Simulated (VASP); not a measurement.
# GaP (I-4m2) in VASP: notebook

GaP is run at these levels: PBE, r2SCAN; tasks: single point.

Program: VASP 6.6.1. These are calculated values, not measurements. Logs are shortened: lines on timing, memory, paths and dates and some standing lists are left out, and cuts for length are marked.

**1. The cell of the first run**

The structure is tetragonal, space group I-4m2 (No. 119). The conventional cell has a = 3.854 Å, b = 3.854 Å, c = 5.506 Å, α = 90.00°, β = 90.00°, γ = 90.00°. Ga (site symmetry -4m2) has 4 P at 2.37 Å within 3.1 Å. P (site symmetry -4m2) has 4 Ga at 2.37 Å within 3.1 Å.

**2. Single point, PBE (uniaxial y strain +1.0%)**

INCAR

```
SYSTEM = GaP
ALGO = Normal
EDIFF = 1E-6
ENCUT = 520
GGA = PE
ISIF = 2
ISMEAR = -1
LASPH = .True.
LCHARG = .False.
LREAL = .False.
LWAVE = .False.
NBANDS = 16
NELM = 100
PREC = Accurate
SIGMA = 0.02
```

KPOINTS

```
k-points
0
Gamma
  8 8 8
  0 0 0
```

POSCAR

```
GaP
1.0
    0.0000000000      2.7532093770      2.7254101930
    2.7254101930      0.0000000000      2.7254101930
    2.7254101930      2.7532093770      0.0000000000
Ga P
1 1
Direct
    0.0000000000      0.0000000000      0.0000000000
    0.2500000000      0.2500000000      0.2500000000
```

Potentials or basis: VASP PAW PBE potentials, release 64 (Ga_d, P).

The run is started by

```sh
> cat potpaw_PBE.64/Ga_d/POTCAR potpaw_PBE.64/P/POTCAR > POTCAR
> mpirun -np 1 vasp_std > vasp.out
```

OUTCAR:

```text
SYSTEM = GaP
   EDIFF = 1E-6
   ENCUT = 520
   GGA = PE
   ISIF = 2
   ISMEAR = -1
   LASPH = .True.
   LREAL = .False.
   NELM = 100
   PREC = Accurate

 ion  position               nearest neighbor table
   1  0.000  0.000  0.000-   2 2.37   2 2.37   2 2.37   2 2.37
   2  0.250  0.250  0.250-   1 2.37   1 2.37   1 2.37   1 2.37

  LATTYP: Found a body centered tetragonal cell.
 ALAT       =     3.8543120580
 C/A-ratio  =     1.4286385407

  Lattice vectors:

 A1 = (   0.0000000000,  -2.7532093770,   2.7254101930)
 A2 = (   0.0000000000,  -2.7532093770,  -2.7254101930)
 A3 = (   2.7254101930,   2.7532093770,   0.0000000000)

Analysis of symmetry for initial positions (statically):
=====================================================================
 Subroutine PRICEL returns:
 Original cell was already a primitive cell.

 Routine SETGRP: Setting up the symmetry group for a
 body centered tetragonal supercell.

 Subroutine GETGRP returns: Found  8 space group operations
 (whereof  8 operations were pure point group operations)
 out of a pool of 16 trial point group operations.

The static configuration has the point symmetry D_2d.

Analysis of symmetry for dynamics (positions and initial velocities):
=====================================================================
 Subroutine PRICEL returns:
 Original cell was already a primitive cell.

 Routine SETGRP: Setting up the symmetry group for a
 body centered tetragonal supercell.

 Subroutine GETGRP returns: Found  8 space group operations
 (whereof  8 operations were pure point group operations)
 out of a pool of 16 trial point group operations.

The dynamic configuration has the point symmetry D_2d.

 Subroutine INISYM returns: Found  8 space group operations
 (whereof  8 operations are pure point group operations),
 and found     1 'primitive' translations

----------------------------------------------------------------------------------------

                                     Primitive cell

  volume of cell :      40.9009

  direct lattice vectors                    reciprocal lattice vectors
     0.000000000  2.753209377  2.725410193    -0.183458623  0.181606239  0.183458623
     2.725410193  0.000000000  2.725410193     0.183458623 -0.181606239  0.183458623
     2.725410193  2.753209377  0.000000000     0.183458623  0.181606239 -0.183458623

  length of vectors
     3.874018920  3.854312058  3.874018920     0.316693793  0.316693793  0.316693793

  position of ions in fractional coordinates (direct lattice)
     0.000000000  0.000000000  0.000000000
     0.250000000  0.250000000  0.250000000

  ion indices of the primitive-cell ions
   primitive index   ion index
                 1           1
                 2           2

----------------------------------------------------------------------------------------

 KPOINTS: k-points

Automatic generation of k-mesh.
 Grid dimensions read from file:
 generate k-points for:    8    8    8

 Generating k-lattice:

  Cartesian coordinates                     Fractional coordinates (reciprocal lattice)
    -0.022932328  0.022700780  0.022932328     0.125000000  0.000000000 -0.000000000
     0.022932328 -0.022700780  0.022932328     0.000000000  0.125000000  0.000000000
     0.022932328  0.022700780 -0.022932328    -0.000000000  0.000000000  0.125000000

  Length of vectors
     0.039586724  0.039586724  0.039586724

  Shift w.r.t. Gamma in fractional coordinates (k-lattice)
     0.000000000  0.000000000  0.000000000

 Subroutine IBZKPT returns following result:
 ===========================================

 Found     59 irreducible k-points:

 Following reciprocal coordinates:
            Coordinates               Weight
  0.000000  0.000000  0.000000      1.000000
  0.125000  0.000000  0.000000      8.000000
  0.250000  0.000000  0.000000      8.000000
  0.375000  0.000000 -0.000000      8.000000
  0.500000  0.000000  0.000000      4.000000
  0.125000  0.125000  0.000000      4.000000
[... 16 lines left out ...]
  0.250000  0.000000  0.125000      8.000000
  0.375000  0.000000  0.125000      8.000000
 [... further k-points ...]
   k-points           NKPTS =     59   k-points in BZ     NKDIM =     59   number of bands    NBANDS=     16
   number of dos      NEDOS =    301   number of ions     NIONS =      2
   total plane-waves  NPLWV =  27000
   dimension x,y,z NGX =    30 NGY =   30 NGZ =   30
   dimension x,y,z NGXF=    60 NGYF=   60 NGZF=   60
   ions per type =               1   1
   NGX,Y,Z   is equivalent  to a cutoff of  12.87, 12.94, 12.87 a.u.
   NGXF,Y,Z  is equivalent  to a cutoff of  25.75, 25.88, 25.75 a.u.
 SYSTEM =  GaP
   PREC   = accura    normal or accurate (medium, high low for compatibility)
   ISTART =      0    job   : 0-new  1-cont  2-samecut
   ICHARG =      2    charge: 1-file 2-atom 10-const
   ISPIN  =      1    spin polarized calculation?
   LNONCOLLINEAR =      F non collinear calculations
   LSORBIT =      F    spin-orbit coupling
   LASPH  =      T    aspherical Exc in radial PAW
   ENCUT  =  520.0 eV  38.22 Ry    6.18 a.u.   7.20  7.17  7.20*2*pi/ulx,y,z
   NELM   =    100;   NELMIN=  2; NELMDL= -5     # of ELM steps
   EDIFF  = 0.1E-05   stopping-criterion for ELM
   LREAL  =      F    real-space projection
   EDIFFG = 0.1E-04   stopping-criterion for IOM
   NSW    =      0    number of steps for IOM
   IBRION =     -1    ionic relax: 0-MD 1-quasi-New 2-CG
   NFREE  =      0    steps in history (QN), initial steepest desc. (CG)
   ISIF   =      2    stress and relaxation
   ISYM   =      2    0-nonsym 1-usesym 2-fastsym
   POTIM  = 0.5000    time-step for ionic-motion
   TEBEG  =    0.0;   TEEND  =   0.0 temperature during run
   PSTRESS=    0.0 pullay stress
   NELECT =      18.0000    total number of electrons
   NUPDOWN=      -1.0000    fix difference up-down
   EMIN   =  10.00;   EMAX   =-10.00  energy-range for DOS
   EFERMI =   0.00;   METHOD = LEGACY
   ISMEAR =    -1;   SIGMA  =   0.02  broadening in eV -4-tet -1-fermi 0-gaus
   EFERMI_NEDOS =   21; number of points for ismear=-14 and -15
   IALGO  =     38    algorithm
   IMIX   =      4    mixing-type and parameters
     AMIX     =   0.40;   BMIX     =  1.00
     AMIX_MAG =   1.60;   BMIX_MAG =  1.00
  volume/ion in A,a.u.               =      20.45       138.01
  Fermi-wavevector in a.u.,A,eV,Ry     =   1.245245  2.353171 21.097658  1.550634
  Thomas-Fermi vector in A             =   2.379475
   LORBIT       =      0    0 simple, 1 ext, 2 COOP (PROOUT), +10 PAW based schemes
   GGA     = PE    functional components
   LHFCALC =     F    Hartree Fock is set to
   AEXX    =    0.0000 exact exchange contribution
   IVDW    =     0    specifies the selected vdW correction
   LEPSILON=     F    determine dielectric tensor
   LRPA    =     F    only Hartree local field effects (RPA)
 non-spin polarized calculation
  energy-cutoff  :      520.00
  volume of cell :       40.90
 maximum number of plane-waves:      1116
 NGX is ok and might be reduce to    30
   NGX = 15   NGY = 15   NGZ = 15

 number of electron      17.9999993 magnetization

 Free energy of the ion-electron system (eV)
  ---------------------------------------------------
  ext. energy  EPLUGINS =         0.00000000
  ---------------------------------------------------
  free energy    TOTEN  =        -9.12083489 eV

  energy without entropy =       -9.12083489  energy(sigma->0) =       -9.12083489

 E-fermi :   4.9913     XC(G=0):  -9.7862

 val. band max:        4.5665479240   @ k =   0.0000   0.0000   0.0000
 cond. band min:       6.1749699126   @ k =   0.3750   0.3750   0.0000
 fundamental gap:      1.6084219886
 Fermi energy:         4.9912561822

 k-point     1 :       0.0000    0.0000    0.0000
  band No.  band energies     occupation
      1      -9.9885      2.00000
      2      -9.9854      2.00000
      3      -9.9854      2.00000
      4      -9.8907      2.00000
      5      -9.8891      2.00000
      6      -7.8669      2.00000
[... 8 lines left out ...]
     15      14.2283      0.00000
     16      14.4122      0.00000

 k-point     2 :       0.1250    0.0000    0.0000
  band No.  band energies     occupation
      1      -9.9995      2.00000
      2      -9.9828      2.00000
      3      -9.9809      2.00000
      4      -9.8908      2.00000
      5      -9.8890      2.00000
      6      -7.6673      2.00000
[... 8 lines left out ...]
     15      13.7736      0.00000
     16      14.2029      0.00000

 k-point     3 :       0.2500    0.0000    0.0000
  band No.  band energies     occupation
      1     -10.0283      2.00000
      2      -9.9732      2.00000
      3      -9.9712      2.00000
      4      -9.8898      2.00000
      5      -9.8875      2.00000
      6      -7.1017      2.00000
[... 8 lines left out ...]
     15      13.5460      0.00000
     16      14.4531      0.00000

 k-point     4 :       0.3750    0.0000   -0.0000
  band No.  band energies     occupation
      1     -10.0544      2.00000
      2      -9.9657      2.00000
      3      -9.9638      2.00000
      4      -9.8865      2.00000
      5      -9.8836      2.00000
      6      -6.3146      2.00000
[... 8 lines left out ...]
     15      14.6840      0.00000
     16      14.7352      0.00000
[... 324 lines left out ...]
 k-point    22 :       0.1250    0.0000    0.1250
  band No.  band energies     occupation
      1     -10.0097      2.00000
      2      -9.9766      2.00000
      3      -9.9766      2.00000
      4      -9.8928      2.00000
      5      -9.8877      2.00000
      6      -7.6042      2.00000
[... 8 lines left out ...]
     15      14.5365      0.00000
     16      14.6510      0.00000

 k-point    23 :       0.2500    0.0000    0.1250
  band No.  band energies     occupation
      1     -10.0317      2.00000
      2      -9.9690      2.00000
      3      -9.9665      2.00000
      4      -9.8954      2.00000
      5      -9.8850      2.00000
      6      -7.1620      2.00000
[... 8 lines left out ...]
     15      14.6077      0.00000
     16      15.6357      0.00000

 k-point    24 :       0.3750    0.0000    0.1250
  band No.  band energies     occupation
      1     -10.0538      2.00000
      2      -9.9633      2.00000
      3      -9.9581      2.00000
      4      -9.8934      2.00000
      5      -9.8826      2.00000
      6      -6.4319      2.00000
[... 8 lines left out ...]
     15      15.3464      0.00000
     16      15.3954      0.00000

 [... further k-points ...]

------------------------ aborting loop because EDIFF is reached ----------------------------------------

  FORCE on cell =-STRESS in cart. coord.  units (eV):
  Direction    XX          YY          ZZ          XY          YZ          ZX
  --------------------------------------------------------------------------------------
  -------------------------------------------------------------------------------------
  Total        0.4573879      0.2638446      0.4573879      0.0000000     -0.0000000      0.0000000
  in kB       17.9168755     10.3353658     17.9168755      0.0000000     -0.0000000      0.0000000
  external PRESSURE =      15.3897056 kB  Pullay stress =       0.0000000 kB

 VOLUME and BASIS-vectors are now :
 -----------------------------------------------------------------------------
  energy-cutoff  :      520.00
  volume of cell :       40.90
      direct lattice vectors                 reciprocal lattice vectors
     0.000000000  2.753209377  2.725410193    -0.183458623  0.181606239  0.183458623
     2.725410193  0.000000000  2.725410193     0.183458623 -0.181606239  0.183458623
     2.725410193  2.753209377  0.000000000     0.183458623  0.181606239 -0.183458623

 POSITION                                       TOTAL-FORCE (eV/Angst)
 -----------------------------------------------------------------------------------
      0.00000      0.00000      0.00000        -0.000000      0.000000     -0.000000
      1.36271      1.37660      1.36271         0.000000     -0.000000      0.000000
 -----------------------------------------------------------------------------------
    total drift:                                0.000002      0.000001      0.000002

  FREE ENERGIE OF THE ION-ELECTRON SYSTEM (eV)
  ---------------------------------------------------
  free  energy   TOTEN  =        -9.1208348914 eV

  energy  without entropy=       -9.1208348914  energy(sigma->0) =       -9.12083489
```

It took 38 s on 1 thread of Intel Xeon Platinum 8259CL at 2.50GHz (Skylake/Cascade Lake), shared host; peak memory 0.19 GiB.

What came out:

```yaml
Free_energy: -9.1208 eV
Pressure: 1.5 GPa
Band_gap_on_the_k_mesh: 1.61 eV, indirect (least direct gap 1.72 eV)
```

Levels at points of the mesh, in eV from the valence-band top:
| k point | band 6 | band 7 | band 8 | band 9 | band 10 | band 11 | band 12 | band 13 |
| --- | --- | --- | --- | --- | --- | --- | --- | --- |
| (0.00, 0.00, 0.00) | -12.43 | -0.06 | 0.00 | 0.00 | 1.72 | 3.87 | 3.87 | 3.89 |
| (0.50, 0.00, 0.00) | -10.40 | -6.59 | -1.16 | -1.08 | 1.62 | 4.67 | 4.74 | 8.25 |
| (0.50, 0.50, 0.00) | -9.50 | -6.70 | -2.69 | -2.68 | 1.63 | 1.78 | 10.49 | 10.49 |
| (0.50, 0.00, 0.50) | -9.55 | -6.77 | -2.62 | -2.62 | 1.70 | 1.88 | 10.50 | 10.50 |

Caveat: the cell differs from its parent crystal (uniaxial y strain +1.0%). A k mesh can miss the band edges.

**3. Single point, PBE (uniaxial z strain +2.6%)**

INCAR

```
SYSTEM = GaP
PREC = Accurate
ENCUT = 520
EDIFF = 1E-6
ISMEAR = -1
SIGMA = 0.02
LREAL = .False.
LASPH = .True.
NELM = 100
ALGO = Normal
ISIF = 2
LWAVE = .False.
LCHARG = .False.
GGA = PE
NBANDS = 16
```

KPOINTS

```
Automatic mesh
0
Gamma
  8 8 8
  0 0 0
```

POSCAR

```
GaP
1.0
    0.0000000000      2.7254101930      2.7968159400
    2.7254101930      0.0000000000      2.7968159400
    2.7254101930      2.7254101930      0.0000000000
Ga P
1 1
Direct
    0.0000000000      0.0000000000      0.0000000000
    0.2500000000      0.2500000000      0.2500000000
```

Potentials or basis: VASP PAW PBE potentials, release 64 (Ga_d, P).

The run is started by

```sh
> cat potpaw_PBE.64/Ga_d/POTCAR potpaw_PBE.64/P/POTCAR > POTCAR
> mpirun -np 1 vasp_std > vasp.out
```

It took 38 s on 1 thread of Intel Xeon Platinum 8259CL at 2.50GHz (Skylake/Cascade Lake), shared host; peak memory 0.19 GiB.

It converged, with:

* Free energy: -9.1210 eV
* Pressure: 0.3 GPa
* Band gap on the k mesh: 1.53 eV, indirect (least direct gap 1.56 eV)

Stress tensor (GPa, compression positive):
```
 0.92  0.00  0.00
 0.00  0.92  0.00
 0.00  0.00 -1.06
```

Levels at points of the mesh, in eV from the valence-band top:
```tsv
k point	band 6	band 7	band 8	band 9	band 10	band 11	band 12	band 13
(0.00, 0.00, 0.00)	-12.35	-0.15	0.00	0.00	1.56	3.83	3.83	3.89
(0.50, 0.00, 0.00)	-10.37	-6.53	-1.23	-1.02	1.53	4.60	4.77	8.19
(0.50, 0.50, 0.00)	-9.57	-6.79	-2.52	-2.52	1.78	1.96	10.36	10.36
(0.50, 0.00, 0.50)	-9.46	-6.62	-2.70	-2.69	1.60	1.72	10.30	10.31
```

Caveat: the cell differs from its parent crystal (uniaxial z strain +2.6%). A k mesh can miss the band edges.

**4. Single point, r2SCAN (uniaxial y strain +1.0%)**

POSCAR

```
GaP
1.0
    0.0000000000      2.7532093770      2.7254101930
    2.7254101930      0.0000000000      2.7254101930
    2.7254101930      2.7532093770      0.0000000000
Ga P
1 1
Direct
    0.0000000000      0.0000000000      0.0000000000
    0.2500000000      0.2500000000      0.2500000000
```

INCAR.step1

```
PREC = Accurate
ENCUT = 520
ISMEAR = 0
SIGMA = 0.01
LREAL = False
LASPH = True
NELM = 60
NBANDS = 16
GGA = PE
ALGO = Normal
EDIFF = 1E-4
LWAVE = True
LCHARG = False
```

INCAR.step2

```
PREC = Accurate
ENCUT = 520
EDIFF = 1E-6
ISMEAR = 0
SIGMA = 0.01
LREAL = False
LASPH = True
NELM = 60
ALGO = Normal
ISIF = 2
LWAVE = False
LCHARG = True
METAGGA = R2SCAN
LMIXTAU = True
LELF = True
LVHAR = True
NBANDS = 16
ISTART = 1
```

KPOINTS

```
Automatic mesh
0
Gamma
  8 8 8
```

The run is started by

```sh
> cat potpaw_PBE.64/Ga_d/POTCAR potpaw_PBE.64/P/POTCAR > POTCAR
> cp INCAR.step1 INCAR
> mpirun -np 1 vasp_std > vasp.out
> cp INCAR.step2 INCAR
> mpirun -np 1 vasp_std > vasp.out
```

Run time: 2.6 min. Hardware: 1 thread of Intel Xeon Platinum 8259CL at 2.50GHz (Skylake/Cascade Lake), shared host; peak memory 0.19 GiB.

Results (log left out):

- Free energy: -21.4611 eV
- Pressure: -0.9 GPa
- Band gap on the k mesh: 1.87 eV, indirect (least direct gap 2.23 eV)

Stress tensor (GPa, compression positive):
```
-0.63  0.00  0.00
 0.00 -1.46  0.00
 0.00  0.00 -0.63
```

Levels at points of the mesh, in eV from the valence-band top:
```csv
k point,band 5,band 6,band 7,band 8,band 9,band 10,band 11,band 12,band 13,band 14
"(0.00, 0.00, 0.00)",-14.88,-12.96,-0.06,0.00,0.00,2.23,4.17,4.17,4.19,9.39
"(0.50, 0.00, 0.00)",-14.87,-10.84,-6.80,-1.22,-1.13,1.98,5.00,5.08,8.79,11.54
"(0.50, 0.50, 0.00)",-14.86,-9.90,-6.90,-2.81,-2.80,1.89,2.06,11.24,11.25,11.92
"(0.50, 0.00, 0.50)",-14.86,-9.95,-6.97,-2.73,-2.73,1.96,2.16,11.26,11.26,11.82
```

Caveat: the cell differs from its parent crystal (uniaxial y strain +1.0%); the PAW data sets were made with another functional, which shifts forces and pressure a little.

**5. Single point, r2SCAN (uniaxial z strain +2.6%)**

POSCAR

```
GaP
1.0
    0.0000000000      2.7254101930      2.7968159400
    2.7254101930      0.0000000000      2.7968159400
    2.7254101930      2.7254101930      0.0000000000
Ga P
1 1
Direct
    0.0000000000      0.0000000000      0.0000000000
    0.2500000000      0.2500000000      0.2500000000
```

INCAR.step1

```
SYSTEM = GaP
  ALGO = Normal
  EDIFF = 1E-4
  ENCUT = 520
  GGA = PE
  ISMEAR = 0
  LASPH = .TRUE.
  LCHARG = .FALSE.
  LREAL = .FALSE.
  LWAVE = .TRUE.
  NBANDS = 16
  NELM = 100
  PREC = Accurate
  SIGMA = 0.01
```

INCAR.step2

```
SYSTEM = GaP
  ALGO = Normal
  EDIFF = 1E-6
  ENCUT = 520
  ISIF = 2
  ISMEAR = 0
  ISTART = 1
  LASPH = .TRUE.
  LCHARG = .TRUE.
  LELF = .TRUE.
  LMIXTAU = .TRUE.
  LREAL = .FALSE.
  LVHAR = .TRUE.
  LWAVE = .FALSE.
  METAGGA = R2SCAN
  NBANDS = 16
  NELM = 100
  PREC = Accurate
  SIGMA = 0.01
```

KPOINTS

```
k-points
0
G
  8 8 8
  0 0 0
```

The run is started by

```sh
> cat potpaw_PBE.64/Ga_d/POTCAR potpaw_PBE.64/P/POTCAR > POTCAR
> cp INCAR.step1 INCAR
> mpirun -np 1 vasp_std > vasp.out
> cp INCAR.step2 INCAR
> mpirun -np 1 vasp_std > vasp.out
```

Wall time 2.7 min (1 thread of Intel Xeon Platinum 8259CL at 2.50GHz (Skylake/Cascade Lake), shared host); peak memory 0.19 GiB.

It converged, with:

```
Free energy            : -21.4507 eV
Pressure               : -2.2 GPa
Band gap on the k mesh : 1.81 eV, indirect (least direct gap 2.06 eV)
```

Stress tensor (GPa, compression positive):
```
-1.50  0.00  0.00
 0.00 -1.50  0.00
 0.00  0.00 -3.71
```

Levels at points of the mesh, in eV from the valence-band top:
| k point | band 5 | band 6 | band 7 | band 8 | band 9 | band 10 | band 11 | band 12 | band 13 | band 14 |
| --- | --- | --- | --- | --- | --- | --- | --- | --- | --- | --- |
| (0.00, 0.00, 0.00) | -14.89 | -12.87 | -0.16 | 0.00 | 0.00 | 2.06 | 4.13 | 4.13 | 4.19 | 9.27 |
| (0.50, 0.00, 0.00) | -14.89 | -10.80 | -6.74 | -1.29 | -1.07 | 1.89 | 4.93 | 5.11 | 8.73 | 11.37 |
| (0.50, 0.50, 0.00) | -14.88 | -9.98 | -7.00 | -2.64 | -2.63 | 2.04 | 2.24 | 11.10 | 11.10 | 11.54 |
| (0.50, 0.00, 0.50) | -14.87 | -9.86 | -6.82 | -2.82 | -2.81 | 1.85 | 1.99 | 11.03 | 11.05 | 11.76 |

Caveat: the cell differs from its parent crystal (uniaxial z strain +2.6%); the PAW data sets were made with another functional, which shifts forces and pressure a little. A k mesh can miss the band edges.

**6. The runs side by side**

| level | cell | smearing | gap on the mesh (eV) | pressure (GPa) |
| --- | --- | --- | --- | --- |
| PBE | a = 3.874, b = 3.854 Å, angles 60.2, 59.7, 60.2°, 2 atoms | fermi-dirac 0.02 eV | 1.61 | 1.5 |
| PBE | a = 3.905, b = 3.905, c = 3.854 Å, angles 60.4, 60.4, 59.1°, 2 atoms | fermi-dirac 0.02 eV | 1.53 | 0.3 |
| r2SCAN | a = 3.874, b = 3.854 Å, angles 60.2, 59.7, 60.2°, 2 atoms | gaussian 0.01 eV | 1.87 | -0.9 |
| r2SCAN | a = 3.905, b = 3.905, c = 3.854 Å, angles 60.4, 60.4, 59.1°, 2 atoms | gaussian 0.01 eV | 1.81 | -2.2 |

Alike in all rows: task single point; potentials or basis VASP PAW PBE potentials, release 64 (Ga_d, P); no spin polarisation; k mesh 8 × 8 × 8; cutoff (eV) 520.

Caveats: the PAW data sets were made with another functional, which shifts forces and pressure a little (some runs).

Absolute energies hang on the potentials; compare differences alone.
